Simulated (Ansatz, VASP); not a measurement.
One calculation of TaN, two programs

```
CELL_PARAMETERS angstrom
2.92177 0.00000 0.00000
-1.46088 2.53033 0.00000
0.00000 0.00000 5.91652
ATOMIC_POSITIONS crystal
Ta 0.00000 0.00000 0.50000
Ta 0.00000 0.00000 0.00000
N 0.33333 0.66667 0.25000
N 0.66667 0.33333 0.75000
```

Alike in both runs: task single point; functional r2SCAN50; k mesh 5 × 5 × 3; occupations fermi-dirac, width 0.05 eV; no spin polarisation.

|  | VASP | Ansatz |
| --- | --- | --- |
| version | VASP 6.6.1 | Ansatz 0.2.0 |
| potentials or method | VASP PAW PBE potentials, release 64 (Ta_pv, N) | Ansatz PAW |
| plane-wave cutoff (eV) | 520 | 500 |
| valence electrons in the cell | 32 | 36 |

Ansatz gave:

| Item | Value |
| --- | --- |
| gap on the k mesh at the Fermi level (eV) | none |
| pressure (GPa) | -17.1 |
| traceless stress, the component that is largest in VASP (GPa) | -4.59 |

Task: Estimate VASP's values.

Result: gap on the k mesh at the Fermi level (eV): none; pressure (GPa): -18.5; traceless stress, the component that is largest in VASP (GPa): -4.81.

VASP's potentials were made for PBE, not for r2SCAN50. A gap of «none» marks a metal or a gap that the smearing closes. VASP's potentials hold 32 valence electrons a cell and Ansatz's 36, so a difference there can come from the potentials and not from the codes.

The k mesh is coarse, so the values compare programs but aren't converged. Neither program's run includes spin-orbit coupling.
